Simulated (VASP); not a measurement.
# HfO2 (kl) (Fm-3m) in VASP: single point with LDA

Aim: the single point of HfO2 (kl) with LDA.

All numbers are computed with VASP 6.6.1; they aren't measurements. Logs are shortened: lines on timing, memory, paths and dates and some standing lists are left out, and cuts for length are marked.

### 1 The cell of the first run

The structure is cubic, space group Fm-3m (No. 225). Conventional cell: a = 5.032 Å, b = 5.032 Å, c = 5.032 Å, α = 90.00°, β = 90.00°, γ = 90.00°. Hf (site symmetry m-3m) has 8 O at 2.18 Å within 2.9 Å. O (site symmetry -43m) has 4 Hf at 2.18 Å and 6 O at 2.52 Å within 2.9 Å.

### 2 Single point, LDA

INCAR

```
SYSTEM = HfO2
PREC = Accurate
ENCUT = 600
EDIFF = 1E-6
ISMEAR = 0
SIGMA = 0.1
LREAL = .FALSE.
LASPH = .TRUE.
NELM = 120
ALGO = Normal
ISIF = 2
LWAVE = .FALSE.
LCHARG = .TRUE.
GGA = CA
LELF = .TRUE.
LVHAR = .TRUE.
NBANDS = 18
GGA_COMPAT = .FALSE.
```

KPOINTS

```
Automatic mesh
0
G
  6 6 6
  0 0 0
```

POSCAR

```
HfO2
1.0
    0.0000000000      2.5160796100      2.5160796100
    2.5160796100      0.0000000000      2.5160796100
    2.5160796100      2.5160796100      0.0000000000
Hf O
1 2
Direct
    0.0000000000      0.0000000000      0.0000000000
    0.7500000000      0.7500000000      0.7500000000
    0.2500000000      0.2500000000      0.2500000000
```

Potentials or basis: VASP PAW LDA potentials, release 64 (Hf_pv, O).

Run with:

```bash
$ cat potpaw_LDA.64/Hf_pv/POTCAR potpaw_LDA.64/O/POTCAR > POTCAR
$ mpirun -np 1 vasp_std > vasp.out
```

OUTCAR:

```text
SYSTEM = HfO2
   PREC = Accurate
   ENCUT = 600
   EDIFF = 1E-6
   ISMEAR = 0
   LREAL = .FALSE.
   LASPH = .TRUE.
   NELM = 120
   ISIF = 2
   GGA = CA

 ion  position               nearest neighbor table
   1  0.000  0.000  0.000-   2 2.18   2 2.18   2 2.18   2 2.18   3 2.18   3 2.18   3 2.18   3 2.18

   2  0.750  0.750  0.750-   1 2.18   1 2.18   1 2.18   1 2.18
   3  0.250  0.250  0.250-   1 2.18   1 2.18   1 2.18   1 2.18

  LATTYP: Found a face centered cubic cell.
 ALAT       =     5.0321592200

  Lattice vectors:

 A1 = (   0.0000000000,   2.5160796100,   2.5160796100)
 A2 = (   2.5160796100,   0.0000000000,   2.5160796100)
 A3 = (   2.5160796100,   2.5160796100,   0.0000000000)

Analysis of symmetry for initial positions (statically):
=====================================================================
 Subroutine PRICEL returns:
 Original cell was already a primitive cell.

 Routine SETGRP: Setting up the symmetry group for a
 face centered cubic supercell.

 Subroutine GETGRP returns: Found 48 space group operations
[... 9 lines left out ...]

 Routine SETGRP: Setting up the symmetry group for a
 face centered cubic supercell.

 Subroutine GETGRP returns: Found 48 space group operations
[... 11 lines left out ...]
                                     Primitive cell

  volume of cell :      31.8569

  direct lattice vectors                    reciprocal lattice vectors
     0.000000000  2.516079610  2.516079610    -0.198721852  0.198721852  0.198721852
     2.516079610  0.000000000  2.516079610     0.198721852 -0.198721852  0.198721852
     2.516079610  2.516079610  0.000000000     0.198721852  0.198721852 -0.198721852

  length of vectors
     3.558273908  3.558273908  3.558273908     0.344196344  0.344196344  0.344196344

  position of ions in fractional coordinates (direct lattice)
     0.000000000  0.000000000  0.000000000
     0.750000000  0.750000000  0.750000000
     0.250000000  0.250000000  0.250000000

  ion indices of the primitive-cell ions
   primitive index   ion index
                 1           1
                 2           2
                 3           3

----------------------------------------------------------------------------------------

 KPOINTS: Automatic mesh

Automatic generation of k-mesh.
 Grid dimensions read from file:
 generate k-points for:    6    6    6

 Generating k-lattice:

  Cartesian coordinates                     Fractional coordinates (reciprocal lattice)
    -0.033120309  0.033120309  0.033120309     0.166666667  0.000000000  0.000000000
     0.033120309 -0.033120309  0.033120309     0.000000000  0.166666667  0.000000000
     0.033120309  0.033120309 -0.033120309     0.000000000  0.000000000  0.166666667

  Length of vectors
     0.057366057  0.057366057  0.057366057

  Shift w.r.t. Gamma in fractional coordinates (k-lattice)
     0.000000000  0.000000000  0.000000000

 Subroutine IBZKPT returns following result:
 ===========================================

 Found     16 irreducible k-points:

 Following reciprocal coordinates:
            Coordinates               Weight
  0.000000  0.000000  0.000000      1.000000
  0.166667  0.000000  0.000000      8.000000
  0.333333  0.000000  0.000000      8.000000
  0.500000  0.000000  0.000000      4.000000
  0.166667  0.166667  0.000000      6.000000
  0.333333  0.166667  0.000000     24.000000
[... 8 lines left out ...]
 -0.333333  0.333333  0.166667     24.000000
 -0.333333  0.500000  0.166667     12.000000
   k-points           NKPTS =     16   k-points in BZ     NKDIM =     16   number of bands    NBANDS=     18
   number of dos      NEDOS =    301   number of ions     NIONS =      3
   total plane-waves  NPLWV =  21952
   dimension x,y,z NGX =    28 NGY =   28 NGZ =   28
   dimension x,y,z NGXF=    56 NGYF=   56 NGZF=   56
   ions per type =               1   2
   NGX,Y,Z   is equivalent  to a cutoff of  13.08, 13.08, 13.08 a.u.
   NGXF,Y,Z  is equivalent  to a cutoff of  26.16, 26.16, 26.16 a.u.
 SYSTEM =  HfO2
   PREC   = accura    normal or accurate (medium, high low for compatibility)
   ISTART =      0    job   : 0-new  1-cont  2-samecut
   ICHARG =      2    charge: 1-file 2-atom 10-const
   ISPIN  =      1    spin polarized calculation?
   LNONCOLLINEAR =      F non collinear calculations
   LSORBIT =      F    spin-orbit coupling
   LASPH  =      T    aspherical Exc in radial PAW
   ENCUT  =  600.0 eV  44.10 Ry    6.64 a.u.   7.11  7.11  7.11*2*pi/ulx,y,z
   NELM   =    120;   NELMIN=  2; NELMDL= -5     # of ELM steps
   EDIFF  = 0.1E-05   stopping-criterion for ELM
   LREAL  =      F    real-space projection
   EDIFFG = 0.1E-04   stopping-criterion for IOM
   NSW    =      0    number of steps for IOM
   IBRION =     -1    ionic relax: 0-MD 1-quasi-New 2-CG
   NFREE  =      0    steps in history (QN), initial steepest desc. (CG)
   ISIF   =      2    stress and relaxation
   ISYM   =      2    0-nonsym 1-usesym 2-fastsym
   POTIM  = 0.5000    time-step for ionic-motion
   TEBEG  =    0.0;   TEEND  =   0.0 temperature during run
   PSTRESS=    0.0 pullay stress
   NELECT =      22.0000    total number of electrons
   NUPDOWN=      -1.0000    fix difference up-down
   EMIN   =  10.00;   EMAX   =-10.00  energy-range for DOS
   EFERMI =   0.00;   METHOD = LEGACY
   ISMEAR =     0;   SIGMA  =   0.10  broadening in eV -4-tet -1-fermi 0-gaus
   EFERMI_NEDOS =   21; number of points for ismear=-14 and -15
   IALGO  =     38    algorithm
   IMIX   =      4    mixing-type and parameters
     AMIX     =   0.40;   BMIX     =  1.00
     AMIX_MAG =   1.60;   BMIX_MAG =  1.00
  volume/ion in A,a.u.               =      10.62        71.66
  Fermi-wavevector in a.u.,A,eV,Ry     =   1.447043  2.734514 28.489682  2.093933
  Thomas-Fermi vector in A             =   2.565043
   LORBIT       =      0    0 simple, 1 ext, 2 COOP (PROOUT), +10 PAW based schemes
   GGA     = CA    functional components
   LHFCALC =     F    Hartree Fock is set to
   AEXX    =    0.0000 exact exchange contribution
   IVDW    =     0    specifies the selected vdW correction
   LEPSILON=     F    determine dielectric tensor
   LRPA    =     F    only Hartree local field effects (RPA)
 non-spin polarized calculation
 Gauss-broadening in eV      SIGMA  =   0.10
  energy-cutoff  :      600.00
  volume of cell :       31.86
 maximum number of plane-waves:      1090
   NGX = 15   NGY = 15   NGZ = 15

 number of electron      21.9999994 magnetization

 Free energy of the ion-electron system (eV)
  ---------------------------------------------------
  ext. energy  EPLUGINS =         0.00000000
  ---------------------------------------------------
  free energy    TOTEN  =       -33.05392601 eV

  energy without entropy =      -33.05392601  energy(sigma->0) =      -33.05392601

 E-fermi :   4.7073     XC(G=0): -12.4303

 val. band max:        4.2501922645   @ k =   0.5000   0.5000   0.0000
 cond. band min:       7.9045947737   @ k =   0.5000   0.5000   0.0000
 fundamental gap:      3.6544025092
 Fermi energy:         4.7073404493

 k-point     1 :       0.0000    0.0000    0.0000
  band No.  band energies     occupation
      1     -25.1424      2.00000
      2     -25.1424      2.00000
      3     -25.1424      2.00000
      4     -14.3656      2.00000
      5     -11.0889      2.00000
      6      -1.2974      2.00000
[... 10 lines left out ...]
     17      14.9015      0.00000
     18      16.9846      0.00000

 k-point     2 :       0.1667    0.0000    0.0000
  band No.  band energies     occupation
      1     -25.2745      2.00000
      2     -25.1568      2.00000
      3     -25.1568      2.00000
      4     -13.9777      2.00000
      5     -11.4012      2.00000
      6      -1.0290      2.00000
[... 10 lines left out ...]
     17      14.4436      0.00000
     18      16.9730      0.00000

 k-point     3 :       0.3333    0.0000    0.0000
  band No.  band energies     occupation
      1     -25.5221      2.00000
      2     -25.1854      2.00000
      3     -25.1854      2.00000
      4     -13.2706      2.00000
      5     -11.8119      2.00000
      6      -0.4896      2.00000
[... 10 lines left out ...]
     17      13.8989      0.00000
     18      16.4722      0.00000

 k-point     4 :       0.5000    0.0000    0.0000
  band No.  band energies     occupation
      1     -25.6386      2.00000
      2     -25.1997      2.00000
      3     -25.1997      2.00000
      4     -13.0562      2.00000
      5     -11.8093      2.00000
      6      -0.2430      2.00000
[... 10 lines left out ...]
     17      13.8046      0.00000
     18      16.8201      0.00000

 k-point     5 :       0.1667    0.1667    0.0000
  band No.  band energies     occupation
      1     -25.2847      2.00000
      2     -25.1782      2.00000
      3     -25.1782      2.00000
      4     -13.8334      2.00000
      5     -11.5103      2.00000
      6      -0.9750      2.00000
[... 10 lines left out ...]
     17      14.2942      0.00000
     18      16.9667      0.00000

 k-point     6 :       0.3333    0.1667    0.0000
  band No.  band energies     occupation
      1     -25.4641      2.00000
      2     -25.2221      2.00000
      3     -25.2104      2.00000
      4     -13.1693      2.00000
      5     -11.9123      2.00000
      6      -0.5726      2.00000
[... 10 lines left out ...]
     17      14.1480      0.00000
     18      16.9494      0.00000

 k-point     7 :       0.5000    0.1667    0.0000
  band No.  band energies     occupation
      1     -25.5909      2.00000
      2     -25.2815      2.00000
      3     -25.2211      2.00000
      4     -12.8056      2.00000
      5     -11.9670      2.00000
      6      -0.6768      2.00000
[... 10 lines left out ...]
     17      14.6444      0.00000
     18      16.9129      0.00000

 k-point     8 :      -0.3333    0.1667    0.0000
  band No.  band energies     occupation
      1     -25.5505      2.00000
      2     -25.2951      2.00000
      3     -25.1999      2.00000
      4     -12.8719      2.00000
      5     -11.9844      2.00000
      6      -0.7581      2.00000
[... 10 lines left out ...]
     17      14.7768      0.00000
     18      16.8791      0.00000

 k-point     9 :      -0.1667    0.1667    0.0000
  band No.  band energies     occupation
      1     -25.3981      2.00000
      2     -25.2302      2.00000
      3     -25.1677      2.00000
      4     -13.4487      2.00000
      5     -11.7515      2.00000
      6      -0.9074      2.00000
[... 10 lines left out ...]
     17      14.2306      0.00000
     18      16.9596      0.00000

 k-point    10 :       0.3333    0.3333    0.0000
  band No.  band energies     occupation
      1     -25.5452      2.00000
      2     -25.2494      2.00000
      3     -25.2494      2.00000
      4     -12.6591      2.00000
      5     -12.2050      2.00000
      6      -1.2612      2.00000
[... 10 lines left out ...]
     17      13.8546      0.00000
     18      16.9716      0.00000

 k-point    11 :       0.5000    0.3333    0.0000
  band No.  band energies     occupation
      1     -25.5994      2.00000
      2     -25.3286      2.00000
      3     -25.2636      2.00000
      4     -12.4099      2.00000
      5     -12.1710      2.00000
      6      -1.8532      2.00000
[... 10 lines left out ...]
     17      16.0060      0.00000
     18      16.9732      0.00000

 k-point    12 :      -0.3333    0.3333    0.0000
  band No.  band energies     occupation
      1     -25.4945      2.00000
      2     -25.4627      2.00000
      3     -25.2390      2.00000
      4     -12.4485      2.00000
      5     -12.1248      2.00000
      6      -1.3501      2.00000
[... 10 lines left out ...]
     17      16.1780      0.00000
     18      16.9570      0.00000

 k-point    13 :       0.5000    0.5000    0.0000
  band No.  band energies     occupation
      1     -25.6651      2.00000
      2     -25.2847      2.00000
      3     -25.2847      2.00000
      4     -12.5019      2.00000
      5     -11.9778      2.00000
      6      -2.4728      2.00000
[... 10 lines left out ...]
     17      16.9663      0.00000
     18      17.6069      0.00000

 k-point    14 :       0.5000    0.3333    0.1667
  band No.  band energies     occupation
      1     -25.5304      2.00000
      2     -25.3327      2.00000
      3     -25.2337      2.00000
      4     -12.5940      2.00000
      5     -12.1755      2.00000
      6      -0.9112      2.00000
[... 10 lines left out ...]
     17      15.1918      0.00000
     18      16.9633      0.00000

 k-point    15 :      -0.3333    0.3333    0.1667
  band No.  band energies     occupation
      1     -25.5302      2.00000
      2     -25.4116      2.00000
      3     -25.2546      2.00000
      4     -12.4442      2.00000
      5     -12.1296      2.00000
      6      -0.8984      2.00000
[... 10 lines left out ...]
     17      15.9952      0.00000
     18      16.9556      0.00000

 k-point    16 :      -0.3333    0.5000    0.1667
  band No.  band energies     occupation
      1     -25.5733      2.00000
      2     -25.3832      2.00000
      3     -25.2867      2.00000
      4     -12.3652      2.00000
      5     -12.1033      2.00000
      6      -1.8335      2.00000
[... 10 lines left out ...]
     17      16.9620      0.00000
     18      17.2990      0.00000

------------------------ aborting loop because EDIFF is reached ----------------------------------------

  FORCE on cell =-STRESS in cart. coord.  units (eV):
  Direction    XX          YY          ZZ          XY          YZ          ZX
  --------------------------------------------------------------------------------------
  -------------------------------------------------------------------------------------
  Total       -1.6785560     -1.6785560     -1.6785560      0.0000000     -0.0000000      0.0000000
  in kB      -84.4196002    -84.4196002    -84.4196002      0.0000000     -0.0000000      0.0000000
  external PRESSURE =     -84.4196002 kB  Pullay stress =       0.0000000 kB

 VOLUME and BASIS-vectors are now :
 -----------------------------------------------------------------------------
  energy-cutoff  :      600.00
  volume of cell :       31.86
      direct lattice vectors                 reciprocal lattice vectors
     0.000000000  2.516079610  2.516079610    -0.198721852  0.198721852  0.198721852
     2.516079610  0.000000000  2.516079610     0.198721852 -0.198721852  0.198721852
     2.516079610  2.516079610  0.000000000     0.198721852  0.198721852 -0.198721852

 POSITION                                       TOTAL-FORCE (eV/Angst)
 -----------------------------------------------------------------------------------
      0.00000      0.00000      0.00000        -0.000000      0.000000      0.000000
      3.77412      3.77412      3.77412        -0.000000      0.000000      0.000000
      1.25804      1.25804      1.25804         0.000000     -0.000000     -0.000000
 -----------------------------------------------------------------------------------
    total drift:                                0.000000      0.000000      0.000000

  FREE ENERGIE OF THE ION-ELECTRON SYSTEM (eV)
  ---------------------------------------------------
  free  energy   TOTEN  =       -33.0539260059 eV

  energy  without entropy=      -33.0539260059  energy(sigma->0) =      -33.05392601
```

Wall time 10 s (1 thread of Intel Xeon 6975P-C, shared host); peak memory 0.15 GiB.

Results:

* Free energy: -33.0539 eV
* Pressure: -8.4 GPa
* Band gap on the k mesh: 3.65 eV, direct

Caveat: spin-orbit coupling is left out, which moves the levels of the heavy elements. A k mesh can miss the band edges.
